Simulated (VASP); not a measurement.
# Al3Cu (Pmmm) in VASP: a series of runs

The runs below take Al3Cu through single point, with LDA.

All numbers are computed with VASP 6.6.1; they aren't measurements. Logs are shortened: lines on timing, memory, paths and dates and some standing lists are left out, and cuts for length are marked.

### Step 1. The cell of the first run

Symmetry: Pmmm, No. 47, orthorhombic system. Conventional cell: a = 3.476 Å, b = 3.765 Å, c = 4.324 Å, α = 90.00°, β = 90.00°, γ = 90.00°. Al (site symmetry mmm) has 10 Al at 2.56 to 3.48 Å and 4 Cu at 2.87 Å within 3.5 Å. Within 3.5 Å of Al (site symmetry mmm) lie 4 Cu at 2.56 Å and 10 Al at 2.77 to 3.48 Å. Within 3.5 Å of Al (site symmetry mmm) lie 10 Al at 2.56 to 3.48 Å and 4 Cu at 2.77 Å. Within 3.5 Å of Cu (site symmetry mmm) lie 12 Al at 2.56 to 2.87 Å and 2 Cu at 3.48 Å.

### Step 2. Single point, LDA

File INCAR:

```
SYSTEM = Al3Cu
PREC = Accurate
ENCUT = 520
EDIFF = 1E-7
ISMEAR = 0
SIGMA = 0.15
LREAL = .False.
LASPH = .True.
NELM = 80
ALGO = Fast
ISIF = 2
LWAVE = .False.
LCHARG = .True.
LELF = .True.
LVHAR = .True.
NBANDS = 18
```

File KPOINTS:

```
Automatic mesh
0
Gamma
  10 10 10
  0 0 0
```

File POSCAR:

```
Al3Cu
1.0
    3.4757523994      0.0000000000      0.0000000000
    0.0000000000      4.3238259621      0.0000000000
    0.0000000000      0.0000000000      3.7650611306
Al Cu
3 1
Direct
    0.0000000000      0.5000000000      0.5000000000
    0.5000000000      0.0000000000      0.5000000000
    0.5000000000      0.5000000000      0.0000000000
    0.0000000000      0.0000000000      0.0000000000
```

Potentials or basis: VASP PAW LDA potentials, release 64 (Al, Cu).

Run with:

```console
$ cat potpaw_LDA.64/Al/POTCAR potpaw_LDA.64/Cu/POTCAR > POTCAR
$ mpirun -np 1 vasp_std > vasp.out
```

OUTCAR:

```text
SYSTEM = Al3Cu
   PREC = Accurate
   ENCUT = 520
   EDIFF = 1E-7
   ISMEAR = 0
   LREAL = .False.
   LASPH = .True.
   NELM = 80
   ISIF = 2

 ion  position               nearest neighbor table
   1  0.000  0.500  0.500-   3 2.56   3 2.56   3 2.56   3 2.56   2 2.77   2 2.77   2 2.77   2 2.77
                             4 2.87   4 2.87   4 2.87   4 2.87
   2  0.500  0.000  0.500-   4 2.56   4 2.56   4 2.56   4 2.56   1 2.77   1 2.77   1 2.77   1 2.77
                             3 2.87   3 2.87   3 2.87   3 2.87
   3  0.500  0.500  0.000-   1 2.56   1 2.56   1 2.56   1 2.56   4 2.77   4 2.77   4 2.77   4 2.77
                             2 2.87   2 2.87   2 2.87   2 2.87
   4  0.000  0.000  0.000-   2 2.56   2 2.56   2 2.56   2 2.56   3 2.77   3 2.77   3 2.77   3 2.77
                             1 2.87   1 2.87   1 2.87   1 2.87

  LATTYP: Found a simple orthorhombic cell.
 ALAT       =     3.4757523994
 B/A-ratio  =     1.0832362890
 C/A-ratio  =     1.2439971164

  Lattice vectors:

 A1 = (  -3.4757523994,   0.0000000000,   0.0000000000)
 A2 = (   0.0000000000,   0.0000000000,   3.7650611306)
 A3 = (   0.0000000000,   4.3238259621,   0.0000000000)

Analysis of symmetry for initial positions (statically):
=====================================================================
 Subroutine PRICEL returns:
 Original cell was already a primitive cell.

 Routine SETGRP: Setting up the symmetry group for a
 simple orthorhombic supercell.

 Subroutine GETGRP returns: Found  8 space group operations
 (whereof  8 operations were pure point group operations)
 out of a pool of  8 trial point group operations.

The static configuration has the point symmetry D_2h.

Analysis of symmetry for dynamics (positions and initial velocities):
=====================================================================
 Subroutine PRICEL returns:
 Original cell was already a primitive cell.

 Routine SETGRP: Setting up the symmetry group for a
 simple orthorhombic supercell.

 Subroutine GETGRP returns: Found  8 space group operations
 (whereof  8 operations were pure point group operations)
 out of a pool of  8 trial point group operations.

The dynamic configuration has the point symmetry D_2h.

 Subroutine INISYM returns: Found  8 space group operations
 (whereof  8 operations are pure point group operations),
 and found     1 'primitive' translations

----------------------------------------------------------------------------------------

                                     Primitive cell

  volume of cell :      56.5834

  direct lattice vectors                    reciprocal lattice vectors
     3.475752399  0.000000000  0.000000000     0.287707490  0.000000000  0.000000000
     0.000000000  4.323825962  0.000000000     0.000000000  0.231276654  0.000000000
     0.000000000  0.000000000  3.765061131     0.000000000  0.000000000  0.265599937

  length of vectors
     3.475752399  4.323825962  3.765061131     0.287707490  0.231276654  0.265599937

  position of ions in fractional coordinates (direct lattice)
     0.000000000  0.500000000  0.500000000
     0.500000000  0.000000000  0.500000000
     0.500000000  0.500000000  0.000000000
     0.000000000  0.000000000  0.000000000

  ion indices of the primitive-cell ions
   primitive index   ion index
                 1           1
                 2           2
                 3           3
                 4           4

----------------------------------------------------------------------------------------

 KPOINTS: Automatic mesh

Automatic generation of k-mesh.
 Grid dimensions read from file:
 generate k-points for:   10   10   10

 Generating k-lattice:

  Cartesian coordinates                     Fractional coordinates (reciprocal lattice)
     0.028770749  0.000000000  0.000000000     0.100000000  0.000000000  0.000000000
     0.000000000  0.023127665  0.000000000     0.000000000  0.100000000  0.000000000
     0.000000000  0.000000000  0.026559994     0.000000000  0.000000000  0.100000000

  Length of vectors
     0.028770749  0.023127665  0.026559994

  Shift w.r.t. Gamma in fractional coordinates (k-lattice)
     0.000000000  0.000000000  0.000000000

 Subroutine IBZKPT returns following result:
 ===========================================

 Found    216 irreducible k-points:

 Following reciprocal coordinates:
            Coordinates               Weight
  0.000000  0.000000  0.000000      1.000000
  0.100000  0.000000  0.000000      2.000000
  0.200000  0.000000  0.000000      2.000000
  0.300000  0.000000  0.000000      2.000000
  0.400000  0.000000  0.000000      2.000000
  0.500000  0.000000  0.000000      1.000000
[... 16 lines left out ...]
  0.400000  0.300000  0.000000      4.000000
  0.500000  0.300000  0.000000      2.000000
 [... further k-points ...]
   k-points           NKPTS =    216   k-points in BZ     NKDIM =    216   number of bands    NBANDS=     18
   number of dos      NEDOS =    301   number of ions     NIONS =      4
   total plane-waves  NPLWV =  25088
   dimension x,y,z NGX =    28 NGY =   32 NGZ =   28
   dimension x,y,z NGXF=    56 NGYF=   64 NGZF=   56
   ions per type =               3   1
   NGX,Y,Z   is equivalent  to a cutoff of  13.39, 12.30, 12.36 a.u.
   NGXF,Y,Z  is equivalent  to a cutoff of  26.78, 24.61, 24.73 a.u.
 SYSTEM =  Al3Cu
   PREC   = accura    normal or accurate (medium, high low for compatibility)
   ISTART =      0    job   : 0-new  1-cont  2-samecut
   ICHARG =      2    charge: 1-file 2-atom 10-const
   ISPIN  =      1    spin polarized calculation?
   LNONCOLLINEAR =      F non collinear calculations
   LSORBIT =      F    spin-orbit coupling
   LASPH  =      T    aspherical Exc in radial PAW
   ENCUT  =  520.0 eV  38.22 Ry    6.18 a.u.   6.46  8.04  7.00*2*pi/ulx,y,z
   NELM   =     80;   NELMIN=  2; NELMDL= -5     # of ELM steps
   EDIFF  = 0.1E-06   stopping-criterion for ELM
   LREAL  =      F    real-space projection
   EDIFFG = 0.1E-05   stopping-criterion for IOM
   NSW    =      0    number of steps for IOM
   IBRION =     -1    ionic relax: 0-MD 1-quasi-New 2-CG
   NFREE  =      0    steps in history (QN), initial steepest desc. (CG)
   ISIF   =      2    stress and relaxation
   ISYM   =      2    0-nonsym 1-usesym 2-fastsym
   POTIM  = 0.5000    time-step for ionic-motion
   TEBEG  =    0.0;   TEEND  =   0.0 temperature during run
   PSTRESS=    0.0 pullay stress
   NELECT =      20.0000    total number of electrons
   NUPDOWN=      -1.0000    fix difference up-down
   EMIN   =  10.00;   EMAX   =-10.00  energy-range for DOS
   EFERMI =   0.00;   METHOD = LEGACY
   ISMEAR =     0;   SIGMA  =   0.15  broadening in eV -4-tet -1-fermi 0-gaus
   EFERMI_NEDOS =   21; number of points for ismear=-14 and -15
   IALGO  =     68    algorithm
   IMIX   =      4    mixing-type and parameters
     AMIX     =   0.40;   BMIX     =  1.00
     AMIX_MAG =   1.60;   BMIX_MAG =  1.00
  volume/ion in A,a.u.               =      14.15        95.46
  Fermi-wavevector in a.u.,A,eV,Ry     =   1.157502  2.187362 18.229238  1.339811
  Thomas-Fermi vector in A             =   2.294113
   LORBIT       =      0    0 simple, 1 ext, 2 COOP (PROOUT), +10 PAW based schemes
   GGA     = CA    functional components
   LHFCALC =     F    Hartree Fock is set to
   AEXX    =    0.0000 exact exchange contribution
   IVDW    =     0    specifies the selected vdW correction
   LEPSILON=     F    determine dielectric tensor
   LRPA    =     F    only Hartree local field effects (RPA)
 non-spin polarized calculation
 RMM-DIIS sequential band-by-band and
 Gauss-broadening in eV      SIGMA  =   0.15
  energy-cutoff  :      520.00
  volume of cell :       56.58
 maximum number of plane-waves:      1546
 NGX is ok and might be reduce to    28

 number of electron      19.9999996 magnetization

 Free energy of the ion-electron system (eV)
  ---------------------------------------------------
  ext. energy  EPLUGINS =         0.00000000
  ---------------------------------------------------
  free energy    TOTEN  =       -16.98969057 eV

  energy without entropy =      -16.97146541  energy(sigma->0) =      -16.98057799

 E-fermi :   8.7148     XC(G=0): -11.2150

 val. band max:        8.7138652129   @ k =   0.5000   0.1000   0.5000
 cond. band min:       8.7333132411   @ k =   0.1000   0.3000   0.3000
 fundamental gap:      0.0194480282
 Fermi energy:         8.7147928221

 k-point     1 :       0.0000    0.0000    0.0000
  band No.  band energies     occupation
      1      -2.8066      2.00000
      2       3.6844      2.00000
      3       4.2896      2.00000
      4       4.6274      2.00000
      5       4.8596      2.00000
      6       4.9144      2.00000
[... 10 lines left out ...]
     17      16.1878      0.00000
     18      16.8831      0.00000

 k-point     2 :       0.1000    0.0000    0.0000
  band No.  band energies     occupation
      1      -2.6834      2.00000
      2       3.7422      2.00000
      3       4.2701      2.00000
      4       4.5249      2.00000
      5       4.7943      2.00000
      6       4.9215      2.00000
[... 10 lines left out ...]
     17      15.0592      0.00000
     18      15.8888      0.00000

 k-point     3 :       0.2000    0.0000    0.0000
  band No.  band energies     occupation
      1      -2.3152      2.00000
      2       3.8446      2.00000
      3       4.0314      2.00000
      4       4.3944      2.00000
      5       4.6540      2.00000
      6       4.9400      2.00000
[... 10 lines left out ...]
     17      15.2122      0.00000
     18      15.3129      0.00000

 k-point     4 :       0.3000    0.0000    0.0000
  band No.  band energies     occupation
      1      -1.7064      2.00000
      2       2.8511      2.00000
      3       4.1113      2.00000
      4       4.3001      2.00000
      5       4.5170      2.00000
      6       4.9630      2.00000
[... 375 lines left out ...]
      4       4.4131      2.00000
      5       4.5608      2.00000
      6       4.8377      2.00000
[... 10 lines left out ...]
     17      16.2432      0.00000
     18      16.5269      0.00000

 k-point    23 :       0.4000    0.3000    0.0000
  band No.  band energies     occupation
      1      -0.2032      2.00000
      2       2.0828      2.00000
      3       2.7293      2.00000
      4       4.1492      2.00000
      5       4.4725      2.00000
      6       4.8784      2.00000
[... 10 lines left out ...]
     17      15.0368      0.00000
     18      15.0453      0.00000

 k-point    24 :       0.5000    0.3000    0.0000
  band No.  band energies     occupation
      1       0.6473      2.00000
      2       1.0674      2.00000
      3       3.2988      2.00000
      4       3.7512      2.00000
      5       4.4406      2.00000
      6       4.8941      2.00000
[... 10 lines left out ...]
     17      14.3681      0.00000
     18      15.0874      0.00000

 [... further k-points ...]

------------------------ aborting loop because EDIFF is reached ----------------------------------------

  FORCE on cell =-STRESS in cart. coord.  units (eV):
  Direction    XX          YY          ZZ          XY          YZ          ZX
  --------------------------------------------------------------------------------------
  -------------------------------------------------------------------------------------
  Total        3.7026102     -2.4642992      2.9066220      0.0000000      0.0000000     -0.0000000
  in kB      104.8406021    -69.7774269     82.3019383      0.0000000      0.0000000     -0.0000000
  external PRESSURE =      39.1217045 kB  Pullay stress =       0.0000000 kB

 VOLUME and BASIS-vectors are now :
 -----------------------------------------------------------------------------
  energy-cutoff  :      520.00
  volume of cell :       56.58
      direct lattice vectors                 reciprocal lattice vectors
     3.475752399  0.000000000  0.000000000     0.287707490  0.000000000  0.000000000
     0.000000000  4.323825962  0.000000000     0.000000000  0.231276654  0.000000000
     0.000000000  0.000000000  3.765061131     0.000000000  0.000000000  0.265599937

 POSITION                                       TOTAL-FORCE (eV/Angst)
 -----------------------------------------------------------------------------------
      0.00000      2.16191      1.88253         0.000000      0.000000      0.000000
      1.73788      0.00000      1.88253         0.000000      0.000000      0.000000
      1.73788      2.16191      0.00000         0.000000      0.000000      0.000000
      0.00000      0.00000      0.00000         0.000000      0.000000      0.000000
 -----------------------------------------------------------------------------------
    total drift:                               -0.000000     -0.000000     -0.000000

  FREE ENERGIE OF THE ION-ELECTRON SYSTEM (eV)
  ---------------------------------------------------
  free  energy   TOTEN  =       -16.9896905659 eV

  energy  without entropy=      -16.9714654129  energy(sigma->0) =      -16.98057799
```

Run time: 7.6 min. Hardware: 1 thread of Intel Xeon 8259CL, shared host; peak memory 0.3 GiB.

What came out:

```yaml
Free_energy: -16.9897 eV
Pressure: 3.9 GPa
Band_gap_on_the_k_mesh: zero (bands 10 and 11 overlap by 4.91 eV)
```

Levels at points of the mesh, in eV from the Fermi level:
```csv
k point,band 7,band 8,band 9,band 10,band 11,band 12,band 13,band 14
"(0.00, 0.00, 0.00)",-3.73,-2.16,-1.85,-0.57,0.48,2.39,4.99,5.94
"(0.50, 0.00, 0.00)",-3.38,-0.91,-0.55,-0.32,0.80,0.90,1.16,2.67
"(0.00, 0.50, 0.00)",-3.80,-0.05,0.21,0.89,1.34,1.76,2.94,3.51
"(0.50, 0.50, 0.00)",-3.73,-3.30,-3.26,1.66,2.78,3.72,3.96,4.10
"(0.00, 0.00, 0.50)",-3.60,-1.24,-1.02,-0.75,0.54,2.09,2.11,3.94
"(0.50, 0.00, 0.50)",-3.57,-3.37,-3.25,0.48,2.08,2.16,2.21,2.24
"(0.00, 0.50, 0.50)",-3.75,-3.57,-3.25,2.78,3.92,4.69,4.97,5.36
"(0.50, 0.50, 0.50)",-3.80,-3.69,-3.53,-2.30,-2.13,-1.99,-1.59,9.66
```

Caveat: the cell differs from its parent crystal (strain +e along x and -e along y -0.1100, strain +e along z and -e/2 along x and y -0.0233); the cell stands under pressure.

### Step 3. Single point, LDA

This run uses another cell than the first one, of the same volume but with other edges.

File INCAR:

```
SYSTEM = Al3Cu
ALGO = Fast
EDIFF = 1E-6
ENCUT = 520
ISIF = 2
ISMEAR = 0
LASPH = .TRUE.
LCHARG = .FALSE.
LREAL = .FALSE.
LWAVE = .FALSE.
NBANDS = 18
NELM = 100
PREC = Accurate
SIGMA = 0.15
```

File KPOINTS:

```
k-points
0
G
  10 10 10
  0 0 0
```

File POSCAR:

```
Al3Cu
1.0
    3.4308430493      0.0000000000      0.0000000000
    0.0000000000      4.2789166121      0.0000000000
    0.0000000000      0.0000000000      3.8548798307
Al Cu
3 1
Direct
    0.0000000000      0.5000000000      0.5000000000
    0.5000000000      0.0000000000      0.5000000000
    0.5000000000      0.5000000000      0.0000000000
    0.0000000000      0.0000000000      0.0000000000
```

Potentials or basis: VASP PAW LDA potentials, release 64 (Al, Cu).

Run with:

```console
$ cat potpaw_LDA.64/Al/POTCAR potpaw_LDA.64/Cu/POTCAR > POTCAR
$ mpirun -np 1 vasp_std > vasp.out
```

Wall time 6.8 min (1 thread of Intel Xeon 8259CL, shared host); peak memory 0.31 GiB.

Results (log left out):

```yaml
Free_energy: -17.0251 eV
Pressure: 3.1 GPa
Band_gap_on_the_k_mesh: zero (bands 10 and 11 overlap by 5.14 eV)
```

Stress tensor (GPa, compression positive):
```
 9.23  0.00  0.00
 0.00 -5.47  0.00
 0.00  0.00  5.45
```

Levels at points of the mesh, in eV from the Fermi level:
```
           k point  band 6  band 7  band 8  band 9  band 10  band 11  band 12  band 13  band 14  band 15
(0.00, 0.00, 0.00)   -3.83   -3.74   -2.59   -1.77    -0.29     0.07     2.59     4.77     5.51     6.01
(0.50, 0.00, 0.00)   -3.75   -3.35   -0.76   -0.31    -0.19     0.56     0.89     0.99     2.25     3.54
(0.00, 0.50, 0.00)   -3.83   -3.80   -0.34   -0.18     0.50     1.64     2.05     2.44     3.72     5.28
(0.50, 0.50, 0.00)   -3.91   -3.73   -3.28   -3.25     1.38     2.54     3.39     3.71     3.71     4.12
(0.00, 0.00, 0.50)   -3.71   -3.67   -1.25   -0.98    -0.82     0.63     2.20     2.30     4.08     5.58
(0.50, 0.00, 0.50)   -4.08   -3.63   -3.37   -3.22     0.52     2.10     2.19     2.30     2.38     2.65
(0.00, 0.50, 0.50)   -3.82   -3.76   -3.64   -3.27     2.98     4.17     4.75     5.19     5.58     5.89
(0.50, 0.50, 0.50)   -4.06   -3.79   -3.71   -3.57    -2.29    -2.16    -1.95    -1.65     9.92    10.26
```

Caveat: the cell differs from its parent crystal (strain +e along x and -e along y -0.1100, strain +e along z and -e/2 along x and y +0.0000); the cell stands under pressure.

### Step 4. Single point, LDA

File INCAR:

```
SYSTEM = Al3Cu
  ALGO = Fast
  EDIFF = 1E-6
  ENCUT = 520
  GGA = CA
  ISIF = 2
  ISMEAR = 0
  LASPH = .TRUE.
  LCHARG = .FALSE.
  LREAL = .FALSE.
  LWAVE = .FALSE.
  NBANDS = 18
  NELM = 100
  PREC = Accurate
  SIGMA = 0.15
```

KPOINTS is that of step 3.

File POSCAR:

```
Al3Cu
1.0
    3.5784849468      0.0000000000      0.0000000000
    0.0000000000      3.8614331264      0.0000000000
    0.0000000000      0.0000000000      4.1247214188
Al Cu
3 1
Direct
    0.0000000000      0.5000000000      0.5000000000
    0.5000000000      0.0000000000      0.5000000000
    0.5000000000      0.5000000000      0.0000000000
    0.0000000000      0.0000000000      0.0000000000
```

Run with:

```console
$ cat potpaw_LDA.64/Al/POTCAR potpaw_LDA.64/Cu/POTCAR > POTCAR
$ mpirun -np 1 vasp_std > vasp.out
```

It took 6.6 min on 1 thread of Intel Xeon 8259CL, shared host; peak memory 0.31 GiB.

Results (log left out):

* Free energy: -17.2216 eV
* Pressure: 1.5 GPa
* Band gap on the k mesh: zero (bands 10 and 11 overlap by 4.40 eV)

Stress tensor (GPa, compression positive):
```
 7.65  0.00  0.00
 0.00  1.99  0.00
 0.00  0.00 -5.01
```

Levels at points of the mesh, in eV from the Fermi level:
```csv
k point,band 6,band 7,band 8,band 9,band 10,band 11,band 12,band 13,band 14,band 15
"(0.00, 0.00, 0.00)",-3.73,-3.46,-2.50,-1.21,-1.10,0.18,1.82,5.56,5.98,6.40
"(0.50, 0.00, 0.00)",-3.70,-3.38,-0.43,-0.01,0.17,0.47,0.73,1.58,2.07,3.41
"(0.00, 0.50, 0.00)",-3.70,-3.57,-0.72,-0.43,-0.20,1.41,1.49,1.53,3.21,4.70
"(0.50, 0.50, 0.00)",-4.01,-3.54,-3.29,-3.25,0.78,2.41,2.65,2.79,2.79,2.91
"(0.00, 0.00, 0.50)",-3.75,-3.67,-0.06,0.00,0.69,1.12,1.35,2.55,3.03,4.54
"(0.50, 0.00, 0.50)",-3.90,-3.63,-3.31,-3.20,1.39,2.73,3.38,3.48,3.77,4.02
"(0.00, 0.50, 0.50)",-3.85,-3.64,-3.53,-3.18,2.35,3.72,4.08,4.48,5.04,5.18
"(0.50, 0.50, 0.50)",-4.04,-3.86,-3.61,-3.50,-2.40,-2.05,-1.91,-1.73,11.00,11.03
```

Caveat: the cell differs from its parent crystal (strain +e along x and -e along y -0.0367, strain +e along z and -e/2 along x and y +0.0700).

### Step 5. The runs side by side

| cell | further INCAR settings | gap on the mesh (eV) | pressure (GPa) |
| --- | --- | --- | --- |
| a = 3.476, b = 4.324, c = 3.765 Å, 4 atoms | ALGO = Fast; EDIFF = 1e-07; NBANDS = 18 | none | 3.9 |
| a = 3.431, b = 4.279, c = 3.855 Å, 4 atoms | ALGO = Fast; EDIFF = 1e-06; NBANDS = 18 | none | 3.1 |
| a = 3.578, b = 3.861, c = 4.125 Å, 4 atoms | ALGO = Fast; EDIFF = 1e-06; NBANDS = 18 | none | 1.5 |

Alike in all rows: task single point; level LDA; potentials or basis VASP PAW LDA potentials, release 64 (Al, Cu); no spin polarisation; k mesh 10 × 10 × 10; cutoff (eV) 520; smearing gaussian 0.15 eV.

Caveats: the cell stands under pressure (at least some runs).

Total energies depend on the potentials used, so only differences within one code and one set of settings carry meaning.
